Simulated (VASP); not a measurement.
# CoSi2 (Fm-3m) in VASP: notebook, part 2 of 3

VASP 6.6.1. The steps go on from the part before.

## 3. Single point, r2SCAN, collinear spin, ferromagnetic start

This run uses another cell than the first one, of 13.06 Å³/atom, 1.020 times its volume.

POSCAR

```
CoSi2
1.0
    0.0000000000      2.6957356162      2.6957356162
    2.6957356162      0.0000000000      2.6957356162
    2.6957356162      2.6957356162      0.0000000000
Co Si
1 2
Direct
    0.0000000000      0.0000000000      0.0000000000
    0.7500000000      0.7500000000      0.7500000000
    0.2500000000      0.2500000000      0.2500000000
```

INCAR.step1

```
SYSTEM = CoSi2
  ALGO = Normal
  EDIFF = 1E-4
  ENCUT = 520
  GGA = PE
  ISMEAR = -1
  ISPIN = 2
  LASPH = .TRUE.
  LCHARG = .FALSE.
  LMAXMIX = 4
  LREAL = .FALSE.
  LWAVE = .TRUE.
  MAGMOM = 2 0 0
  NBANDS = 20
  NELM = 150
  PREC = Accurate
  SIGMA = 0.05
```

INCAR.step2

```
SYSTEM = CoSi2
  ALGO = Normal
  EDIFF = 1E-7
  ENCUT = 520
  ISIF = 2
  ISMEAR = -1
  ISPIN = 2
  ISTART = 1
  LASPH = .TRUE.
  LCHARG = .TRUE.
  LELF = .TRUE.
  LMAXMIX = 4
  LMIXTAU = .TRUE.
  LORBIT = 11
  LREAL = .FALSE.
  LVHAR = .TRUE.
  LWAVE = .FALSE.
  MAGMOM = 2 0 0
  METAGGA = R2SCAN
  NBANDS = 20
  NELM = 150
  PREC = Accurate
  SIGMA = 0.05
```

KPOINTS

```
k-points
0
G
  9 9 9
  0 0 0
```

Potentials or basis: VASP PAW PBE potentials, release 64 (Co, Si).

Started as:

```sh
$ cat potpaw_PBE.64/Co/POTCAR potpaw_PBE.64/Si/POTCAR > POTCAR
$ cp INCAR.step1 INCAR
$ mpirun -np 1 vasp_std > vasp.out
$ cp INCAR.step2 INCAR
$ mpirun -np 1 vasp_std > vasp.out
```

OUTCAR:

```text
SYSTEM = CoSi2
   EDIFF = 1E-7
   ENCUT = 520
   ISIF = 2
   ISMEAR = -1
   ISPIN = 2
   ISTART = 1
   LASPH = .TRUE.
   LORBIT = 11
   LREAL = .FALSE.
   METAGGA = R2SCAN
   NELM = 150
   PREC = Accurate

 ion  position               nearest neighbor table
   1  0.000  0.000  0.000-   2 2.33   2 2.33   2 2.33   2 2.33   3 2.33   3 2.33   3 2.33   3 2.33

   2  0.750  0.750  0.750-   1 2.33   1 2.33   1 2.33   1 2.33   3 2.70   3 2.70   3 2.70   3 2.70
                             3 2.70   3 2.70
   3  0.250  0.250  0.250-   1 2.33   1 2.33   1 2.33   1 2.33   2 2.70   2 2.70   2 2.70   2 2.70
                             2 2.70   2 2.70

  LATTYP: Found a face centered cubic cell.
 ALAT       =     5.3914712324

  Lattice vectors:

 A1 = (   0.0000000000,   2.6957356162,   2.6957356162)
 A2 = (   2.6957356162,   0.0000000000,   2.6957356162)
 A3 = (   2.6957356162,   2.6957356162,   0.0000000000)

Analysis of symmetry for initial positions (statically):
=====================================================================
 Subroutine PRICEL returns:
 Original cell was already a primitive cell.

 Routine SETGRP: Setting up the symmetry group for a
 face centered cubic supercell.

 Subroutine GETGRP returns: Found 48 space group operations
 (whereof 48 operations were pure point group operations)
 out of a pool of 48 trial point group operations.

The static configuration has the point symmetry O_h .

Analysis of symmetry for dynamics (positions and initial velocities):
=====================================================================
 Subroutine PRICEL returns:
 Original cell was already a primitive cell.

 Routine SETGRP: Setting up the symmetry group for a
 face centered cubic supercell.

 Subroutine GETGRP returns: Found 48 space group operations
 (whereof 48 operations were pure point group operations)
 out of a pool of 48 trial point group operations.

The dynamic configuration has the point symmetry O_h .

Analysis of structural, dynamic, and magnetic symmetry:
=====================================================================
 Subroutine PRICEL returns:
 Original cell was already a primitive cell.

 Routine SETGRP: Setting up the symmetry group for a
 face centered cubic supercell.

 Subroutine GETGRP returns: Found 48 space group operations
 (whereof 48 operations were pure point group operations)
 out of a pool of 48 trial point group operations.

The overall configuration has the point symmetry O_h .

 Subroutine INISYM returns: Found 48 space group operations
 (whereof 48 operations are pure point group operations),
 and found     1 'primitive' translations

----------------------------------------------------------------------------------------

                                     Primitive cell

  volume of cell :      39.1798

  direct lattice vectors                    reciprocal lattice vectors
     0.000000000  2.695735616  2.695735616    -0.185478130  0.185478130  0.185478130
     2.695735616  0.000000000  2.695735616     0.185478130 -0.185478130  0.185478130
     2.695735616  2.695735616  0.000000000     0.185478130  0.185478130 -0.185478130
[... 69 lines left out ...]
   number of dos      NEDOS =    301   number of ions     NIONS =      3
   total plane-waves  NPLWV =  21952
   dimension x,y,z NGX =    28 NGY =   28 NGZ =   28
   dimension x,y,z NGXF=    56 NGYF=   56 NGZF=   56
   ions per type =               1   2
   NGX,Y,Z   is equivalent  to a cutoff of  12.21, 12.21, 12.21 a.u.
   NGXF,Y,Z  is equivalent  to a cutoff of  24.42, 24.42, 24.42 a.u.
 SYSTEM =  CoSi2
   PREC   = accura    normal or accurate (medium, high low for compatibility)
   ISTART =      1    job   : 0-new  1-cont  2-samecut
   ICHARG =      0    charge: 1-file 2-atom 10-const
   ISPIN  =      2    spin polarized calculation?
   LNONCOLLINEAR =      F non collinear calculations
   LSORBIT =      F    spin-orbit coupling
   LASPH  =      T    aspherical Exc in radial PAW
   ENCUT  =  520.0 eV  38.22 Ry    6.18 a.u.   7.09  7.09  7.09*2*pi/ulx,y,z
   NELM   =    150;   NELMIN=  2; NELMDL=  0     # of ELM steps
   EDIFF  = 0.1E-06   stopping-criterion for ELM
   LREAL  =      F    real-space projection
   EDIFFG = 0.1E-05   stopping-criterion for IOM
   NSW    =      0    number of steps for IOM
   IBRION =     -1    ionic relax: 0-MD 1-quasi-New 2-CG
   NFREE  =      0    steps in history (QN), initial steepest desc. (CG)
   ISIF   =      2    stress and relaxation
   ISYM   =      2    0-nonsym 1-usesym 2-fastsym
   POTIM  = 0.5000    time-step for ionic-motion
   TEBEG  =    0.0;   TEEND  =   0.0 temperature during run
   PSTRESS=    0.0 pullay stress
   NELECT =      17.0000    total number of electrons
   NUPDOWN=      -1.0000    fix difference up-down
   EMIN   =  10.00;   EMAX   =-10.00  energy-range for DOS
[... 5 lines left out ...]
     AMIX     =   0.40;   BMIX     =  1.00
     AMIX_MAG =   1.60;   BMIX_MAG =  1.00
  volume/ion in A,a.u.               =      13.06        88.13
  Fermi-wavevector in a.u.,A,eV,Ry     =   1.239378  2.342085 20.899341  1.536058
  Thomas-Fermi vector in A             =   2.373864
   LORBIT       =     11    0 simple, 1 ext, 2 COOP (PROOUT), +10 PAW based schemes
   METAGGA = R2SCAN    functional components
   LHFCALC =     F    Hartree Fock is set to
   AEXX    =    0.0000 exact exchange contribution
   IVDW    =     0    specifies the selected vdW correction
   LEPSILON=     F    determine dielectric tensor
   LRPA    =     F    only Hartree local field effects (RPA)
 spin polarized calculation
  energy-cutoff  :      520.00
  volume of cell :       39.18
 maximum number of plane-waves:      1067
   NGX = 15   NGY = 15   NGZ = 15

 number of electron      16.9999992 magnetization       0.0000073

 number of electron      16.9999992 magnetization      -0.0000010

 Free energy of the ion-electron system (eV)
  ---------------------------------------------------
  ext. energy  EPLUGINS =         0.00000000
  ---------------------------------------------------
  free energy    TOTEN  =       -31.96575478 eV

  energy without entropy =      -31.95611396  energy(sigma->0) =      -31.96093437

 E-fermi :   9.7234     XC(G=0): -12.4438

 val. band max:        9.6464571493   @ k =   0.2222   0.1111   0.0000
 cond. band min:       9.7267302275   @ k =  -0.2222   0.1111   0.0000
 fundamental gap:      0.0802730781
 Fermi energy:         9.7234140941

 spin component 1

 k-point     1 :       0.0000    0.0000    0.0000
  band No.  band energies     occupation
      1      -3.8943      1.00000
      2       5.5704      1.00000
      3       5.5704      1.00000
      4       5.5704      1.00000
      5       7.7864      1.00000
      6       7.7864      1.00000
[... 541 lines left out ...]
     19      25.4497      0.00000
     20      25.5909      0.00000

 [... further k-points ...]

 spin component 2

 k-point     1 :       0.0000    0.0000    0.0000
  band No.  band energies     occupation
      1      -3.8943      1.00000
      2       5.5704      1.00000
      3       5.5704      1.00000
      4       5.5704      1.00000
      5       7.7864      1.00000
      6       7.7864      1.00000
[... 541 lines left out ...]
     19      25.4497      0.00000
     20      25.5909      0.00000

 [... further k-points ...]
[... 5 lines left out ...]
  --------------------------------------------------------------------------------------
  -------------------------------------------------------------------------------------
  Total       -1.8889526     -1.8889526     -1.8889526      0.0000000      0.0000000     -0.0000000
  in kB      -77.2448916    -77.2448916    -77.2448916      0.0000000      0.0000000     -0.0000000
  external PRESSURE =     -77.2448916 kB  Pullay stress =       0.0000000 kB

 VOLUME and BASIS-vectors are now :
 -----------------------------------------------------------------------------
  energy-cutoff  :      520.00
  volume of cell :       39.18
      direct lattice vectors                 reciprocal lattice vectors
     0.000000000  2.695735616  2.695735616    -0.185478130  0.185478130  0.185478130
     2.695735616  0.000000000  2.695735616     0.185478130 -0.185478130  0.185478130
     2.695735616  2.695735616  0.000000000     0.185478130  0.185478130 -0.185478130

 POSITION                                       TOTAL-FORCE (eV/Angst)
 -----------------------------------------------------------------------------------
      0.00000      0.00000      0.00000        -0.000000     -0.000000     -0.000000
      4.04360      4.04360      4.04360        -0.000000     -0.000000     -0.000000
      1.34787      1.34787      1.34787         0.000000      0.000000      0.000000
 -----------------------------------------------------------------------------------
    total drift:                               -0.000000     -0.000000      0.000000

  FREE ENERGIE OF THE ION-ELECTRON SYSTEM (eV)
  ---------------------------------------------------
  free  energy   TOTEN  =       -31.9657547838 eV

  energy  without entropy=      -31.9561139577  energy(sigma->0) =      -31.96093437

 total charge

# of ion       s       p       d       tot
------------------------------------------
    1        0.551   0.736   7.578   8.865
    2        0.708   0.874   0.000   1.583
    3        0.708   0.874   0.000   1.583
--------------------------------------------------
tot          1.968   2.484   7.578  12.030

 magnetization (x)

# of ion       s       p       d       tot
------------------------------------------
    1       -0.000  -0.000  -0.000  -0.000
    2        0.000   0.000   0.000   0.000
    3        0.000   0.000   0.000   0.000
--------------------------------------------------
tot         -0.000  -0.000  -0.000  -0.000
```

Wall time 2.4 min (1 thread of AMD EPYC 9R45 (Zen 5), shared host); peak memory 0.18 GiB.

What came out:

* Free energy: -31.9658 eV
* Pressure: -7.7 GPa
* Net moment: 0.00 μB per cell
* Valence electrons inside the program's atomic spheres: Co 8.87; Si 1.58

Caveat: the starting moments collapsed, and a magnetic state may lie lower; the PAW data sets were made with another functional, which shifts forces and pressure a little.

(Continued in part 3 of 3.)
